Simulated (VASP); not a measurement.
# GaP in VASP: single point with PBE

Aim: the single point of GaP with PBE.

Everything below comes from runs of VASP 6.6.1. Logs are shortened: lines on timing, memory, paths and dates and some standing lists are left out, and cuts for length are marked.

**1. The cell of the first run**

The cell holds a slab with vacuum, 8 atoms: a = 3.893 Å, b = 5.506 Å, c = 21.840 Å, α = 90.00°, β = 90.00°, γ = 90.00°.

**2. Single point, PBE**

INCAR

```
SYSTEM = GaP
PREC = Accurate
ENCUT = 520
EDIFF = 1E-6
ISMEAR = -1
SIGMA = 0.02
LREAL = .FALSE.
LASPH = .TRUE.
NELM = 100
ALGO = Normal
ISIF = 2
LWAVE = .FALSE.
LCHARG = .FALSE.
LDIPOL = .TRUE.
IDIPOL = 3
DIPOL = 0.5 0.5 0.500
GGA = PE
NBANDS = 46
```

KPOINTS

```
regular mesh
0
G
  8 6 1
  0 0 0
```

POSCAR

```
GaP
1.0
    3.8933171696      0.0000000000      0.0000000000
    0.0000000000      5.5059819439      0.0000000000
    0.0000000000      0.0000000000     21.8400000000
Ga P
4 4
Direct
    0.0000000000      0.8750000000      0.3663009214
    0.5000000000      0.3750000000      0.4554336401
    0.0000000000      0.8750000000      0.5445663594
    0.5000000000      0.3750000000      0.6336990786
    0.5000000000      0.6250000000      0.3663009214
    0.0000000000      0.1250000000      0.4554336401
    0.5000000000      0.6250000000      0.5445663594
    0.0000000000      0.1250000000      0.6336990786
```

Potentials or basis: VASP PAW PBE potentials, release 64 (Ga_d, P).

On the command line:

```bash
cat potpaw_PBE.64/Ga_d/POTCAR potpaw_PBE.64/P/POTCAR > POTCAR
mpirun -np 1 vasp_std > vasp.out
```

OUTCAR:

```text
SYSTEM = GaP
   PREC = Accurate
   ENCUT = 520
   EDIFF = 1E-6
   ISMEAR = -1
   LREAL = .FALSE.
   LASPH = .TRUE.
   NELM = 100
   ISIF = 2
   GGA = PE

 ion  position               nearest neighbor table
   1  0.000  0.875  0.366-   6 2.38   5 2.38   5 2.38
   2  0.500  0.375  0.455-   5 2.38   6 2.38   6 2.38   7 2.38
   3  0.000  0.875  0.545-   7 2.38   7 2.38   8 2.38   6 2.38
   4  0.500  0.375  0.634-   8 2.38   8 2.38   7 2.38
   5  0.500  0.625  0.366-   2 2.38   1 2.38   1 2.38
   6  0.000  0.125  0.455-   1 2.38   2 2.38   2 2.38   3 2.38
   7  0.500  0.625  0.545-   3 2.38   3 2.38   4 2.38   2 2.38
   8  0.000  0.125  0.634-   4 2.38   4 2.38   3 2.38

  LATTYP: Found a simple orthorhombic cell.
 ALAT       =     3.8933171696
 B/A-ratio  =     1.4142135624
 C/A-ratio  =     5.6096123302

  Lattice vectors:

 A1 = (   3.8933171696,   0.0000000000,   0.0000000000)
 A2 = (   0.0000000000,   5.5059819439,   0.0000000000)
 A3 = (   0.0000000000,   0.0000000000,  21.8400000000)

Analysis of symmetry for initial positions (statically):
=====================================================================
 Subroutine PRICEL returns:
 Original cell was already a primitive cell.

 Routine SETGRP: Setting up the symmetry group for a
 simple orthorhombic supercell.

 Subroutine GETGRP returns: Found  4 space group operations
 (whereof  2 operations were pure point group operations)
 out of a pool of  8 trial point group operations.

The static configuration has the point symmetry C_1h.
 The point group associated with its full space group is C_2v.

Analysis of symmetry for dynamics (positions and initial velocities):
=====================================================================
 Subroutine PRICEL returns:
 Original cell was already a primitive cell.

 Routine SETGRP: Setting up the symmetry group for a
 simple orthorhombic supercell.

 Subroutine GETGRP returns: Found  4 space group operations
 (whereof  2 operations were pure point group operations)
 out of a pool of  8 trial point group operations.

The dynamic configuration has the point symmetry C_1h.
 The point group associated with its full space group is C_2v.

 Subroutine INISYM returns: Found  4 space group operations
 (whereof  2 operations are pure point group operations),
 and found     1 'primitive' translations

----------------------------------------------------------------------------------------

                                     Primitive cell

  volume of cell :     468.1739

  direct lattice vectors                    reciprocal lattice vectors
     3.893317170  0.000000000  0.000000000     0.256850381  0.000000000  0.000000000
     0.000000000  5.505981944  0.000000000     0.000000000  0.181620646  0.000000000
     0.000000000  0.000000000 21.840000000     0.000000000  0.000000000  0.045787546

  length of vectors
     3.893317170  5.505981944 21.840000000     0.256850381  0.181620646  0.045787546

  position of ions in fractional coordinates (direct lattice)
     0.000000000  0.875000000  0.366300921
     0.500000000  0.375000000  0.455433640
     0.000000000  0.875000000  0.544566359
     0.500000000  0.375000000  0.633699079
     0.500000000  0.625000000  0.366300921
     0.000000000  0.125000000  0.455433640
     0.500000000  0.625000000  0.544566359
     0.000000000  0.125000000  0.633699079

  ion indices of the primitive-cell ions
   primitive index   ion index
                 1           1
                 2           2
                 3           3
                 4           4
                 5           5
                 6           6
                 7           7
                 8           8

----------------------------------------------------------------------------------------

 KPOINTS: regular mesh

Automatic generation of k-mesh.
 Grid dimensions read from file:
 generate k-points for:    8    6    1

 Generating k-lattice:

  Cartesian coordinates                     Fractional coordinates (reciprocal lattice)
     0.032106298  0.000000000  0.000000000     0.125000000  0.000000000  0.000000000
     0.000000000  0.030270108  0.000000000     0.000000000  0.166666667  0.000000000
     0.000000000  0.000000000  0.045787546     0.000000000  0.000000000  1.000000000

  Length of vectors
     0.032106298  0.030270108  0.045787546

  Shift w.r.t. Gamma in fractional coordinates (k-lattice)
     0.000000000  0.000000000  0.000000000

 Subroutine IBZKPT returns following result:
 ===========================================

 Found     20 irreducible k-points:

 Following reciprocal coordinates:
            Coordinates               Weight
  0.000000  0.000000  0.000000      1.000000
  0.125000  0.000000  0.000000      2.000000
  0.250000  0.000000  0.000000      2.000000
  0.375000  0.000000  0.000000      2.000000
  0.500000  0.000000  0.000000      1.000000
  0.000000  0.166667  0.000000      2.000000
[... 12 lines left out ...]
  0.375000  0.500000  0.000000      2.000000
  0.500000  0.500000  0.000000      1.000000
   k-points           NKPTS =     20   k-points in BZ     NKDIM =     20   number of bands    NBANDS=     46
   number of dos      NEDOS =    301   number of ions     NIONS =      8
   total plane-waves  NPLWV = 204120
   dimension x,y,z NGX =    30 NGY =   42 NGZ =  162
   dimension x,y,z NGXF=    60 NGYF=   84 NGZF=  324
   ions per type =               4   4
   NGX,Y,Z   is equivalent  to a cutoff of  12.81, 12.68, 12.33 a.u.
   NGXF,Y,Z  is equivalent  to a cutoff of  25.62, 25.36, 24.66 a.u.
 SYSTEM =  GaP
   PREC   = accura    normal or accurate (medium, high low for compatibility)
   ISTART =      0    job   : 0-new  1-cont  2-samecut
   ICHARG =      2    charge: 1-file 2-atom 10-const
   ISPIN  =      1    spin polarized calculation?
   LNONCOLLINEAR =      F non collinear calculations
   LSORBIT =      F    spin-orbit coupling
   LASPH  =      T    aspherical Exc in radial PAW
   ENCUT  =  520.0 eV  38.22 Ry    6.18 a.u.   7.24 10.24 40.61*2*pi/ulx,y,z
   NELM   =    100;   NELMIN=  2; NELMDL= -5     # of ELM steps
   EDIFF  = 0.1E-05   stopping-criterion for ELM
   LREAL  =      F    real-space projection
   EDIFFG = 0.1E-04   stopping-criterion for IOM
   NSW    =      0    number of steps for IOM
   IBRION =     -1    ionic relax: 0-MD 1-quasi-New 2-CG
   NFREE  =      0    steps in history (QN), initial steepest desc. (CG)
   ISIF   =      2    stress and relaxation
   ISYM   =      2    0-nonsym 1-usesym 2-fastsym
   POTIM  = 0.5000    time-step for ionic-motion
   TEBEG  =    0.0;   TEEND  =   0.0 temperature during run
   PSTRESS=    0.0 pullay stress
   NELECT =      72.0000    total number of electrons
   NUPDOWN=      -1.0000    fix difference up-down
   EMIN   =  10.00;   EMAX   =-10.00  energy-range for DOS
   EFERMI =   0.00;   METHOD = LEGACY
   ISMEAR =    -1;   SIGMA  =   0.02  broadening in eV -4-tet -1-fermi 0-gaus
   EFERMI_NEDOS =   21; number of points for ismear=-14 and -15
   IALGO  =     38    algorithm
   IMIX   =      4    mixing-type and parameters
     AMIX     =   0.40;   BMIX     =  1.00
     AMIX_MAG =   1.60;   BMIX_MAG =  1.00
  volume/ion in A,a.u.               =      58.52       394.92
  Fermi-wavevector in a.u.,A,eV,Ry     =   0.877102  1.657482 10.467061  0.769307
  Thomas-Fermi vector in A             =   1.997004
   LORBIT       =      0    0 simple, 1 ext, 2 COOP (PROOUT), +10 PAW based schemes
   GGA     = PE    functional components
   LHFCALC =     F    Hartree Fock is set to
   AEXX    =    0.0000 exact exchange contribution
   IVDW    =     0    specifies the selected vdW correction
   LEPSILON=     F    determine dielectric tensor
   LRPA    =     F    only Hartree local field effects (RPA)
 non-spin polarized calculation
  energy-cutoff  :      520.00
  volume of cell :      468.17
 maximum number of plane-waves:     12660
 NGX is ok and might be reduce to    30
   NGX = 15   NGY = 21   NGZ = 81

 dipolmoment           0.000000      0.000000     -0.000000 electrons x Angstroem

 number of electron      71.9999982 magnetization

 dipolmoment           0.000000      0.000000      0.000000 electrons x Angstroem

 Free energy of the ion-electron system (eV)
  ---------------------------------------------------
  ext. energy  EPLUGINS =         0.00000000
  ---------------------------------------------------
  free energy    TOTEN  =       -33.27519437 eV

  energy without entropy =      -33.27519437  energy(sigma->0) =      -33.27519437

 E-fermi :  -1.2988     XC(G=0):  -4.1781

 val. band max:       -1.6605944734   @ k =   0.0000   0.0000   0.0000
 cond. band min:      -0.9032368940   @ k =   0.2500   0.1667   0.0000
 fundamental gap:      0.7573575794
 Fermi energy:        -1.2988138546

 k-point     1 :       0.0000    0.0000    0.0000
  band No.  band energies     occupation
      1     -16.3167      2.00000
      2     -16.3138      2.00000
      3     -16.3135      2.00000
      4     -16.3093      2.00000
      5     -16.2477      2.00000
      6     -16.2475      2.00000
[... 38 lines left out ...]
     45       2.8663      0.00000
     46       3.1194      0.00000

 k-point     2 :       0.1250    0.0000    0.0000
  band No.  band energies     occupation
      1     -16.3149      2.00000
      2     -16.3119      2.00000
      3     -16.3119      2.00000
      4     -16.3089      2.00000
      5     -16.2537      2.00000
      6     -16.2530      2.00000
[... 38 lines left out ...]
     45       3.0085      0.00000
     46       3.0325      0.00000

 k-point     3 :       0.2500    0.0000    0.0000
  band No.  band energies     occupation
      1     -16.3149      2.00000
      2     -16.3128      2.00000
      3     -16.3045      2.00000
      4     -16.3029      2.00000
      5     -16.2671      2.00000
      6     -16.2652      2.00000
[... 822 lines left out ...]
     45       3.8092      0.00000
     46       3.8092      0.00000

 k-point    20 :       0.5000    0.5000    0.0000
  band No.  band energies     occupation
      1     -16.3114      2.00000
      2     -16.3114      2.00000
      3     -16.2914      2.00000
      4     -16.2914      2.00000
      5     -16.2849      2.00000
      6     -16.2849      2.00000
[... 38 lines left out ...]
     45       3.6068      0.00000
     46       3.6068      0.00000

------------------------ aborting loop because EDIFF is reached ----------------------------------------

 vacuum level on the upper side and lower side of the slab       (xc-potential included)        -0.102        -0.102

  FORCE on cell =-STRESS in cart. coord.  units (eV):
  Direction    XX          YY          ZZ          XY          YZ          ZX
  --------------------------------------------------------------------------------------
  -------------------------------------------------------------------------------------
  Total       -2.2253557     -2.2875099      0.0583216      0.0000000      0.0000000      0.0000000
  in kB       -7.6155770     -7.8282803      0.1995872      0.0000000      0.0000000      0.0000000
  external PRESSURE =      -5.0814234 kB  Pullay stress =       0.0000000 kB

 VOLUME and BASIS-vectors are now :
 -----------------------------------------------------------------------------
  energy-cutoff  :      520.00
  volume of cell :      468.17
      direct lattice vectors                 reciprocal lattice vectors
     3.893317170  0.000000000  0.000000000     0.256850381  0.000000000  0.000000000
     0.000000000  5.505981944  0.000000000     0.000000000  0.181620646  0.000000000
     0.000000000  0.000000000 21.840000000     0.000000000  0.000000000  0.045787546

 POSITION                                       TOTAL-FORCE (eV/Angst)
 -----------------------------------------------------------------------------------
      0.00000      4.81773      8.00001         0.000000     -1.063765      1.348309
      1.94666      2.06474      9.94667         0.000000      0.063449     -0.043174
      0.00000      4.81773     11.89333         0.000000      0.063449      0.043174
      1.94666      2.06474     13.83999         0.000000     -1.063765     -1.348309
      1.94666      3.44124      8.00001         0.000000      0.331386     -1.144921
      0.00000      0.68825      9.94667         0.000000      0.668930     -0.604122
      1.94666      3.44124     11.89333         0.000000      0.668930      0.604122
      0.00000      0.68825     13.83999         0.000000      0.331386      1.144921
 -----------------------------------------------------------------------------------
    total drift:                                0.000000     -0.000035      0.000014

  FREE ENERGIE OF THE ION-ELECTRON SYSTEM (eV)
  ---------------------------------------------------
  free  energy   TOTEN  =       -33.2751943685 eV

  energy  without entropy=      -33.2751943678  energy(sigma->0) =      -33.27519437

 vacuum level on the upper side and lower side of the slab         3.208         3.208
```

Run time: 9.9 min. Hardware: 1 thread of Intel Xeon Platinum 8488C (Sapphire Rapids), shared host; peak memory 0.67 GiB.

Results:

| Property | Result |
| --- | --- |
| Free energy | -33.2752 eV |
| Largest force | 1.717 eV/Å |
| Band gap on the k mesh | 0.76 eV (least direct gap 0.77 eV) |

Forces in eV/Å, atoms in the order of the input:
```
Ga   0.000 -1.064  1.348
Ga   0.000  0.063 -0.043
Ga   0.000  0.063  0.043
Ga   0.000 -1.064 -1.348
P    0.000  0.331 -1.145
P    0.000  0.669 -0.604
P    0.000  0.669  0.604
P    0.000  0.331  1.145
```
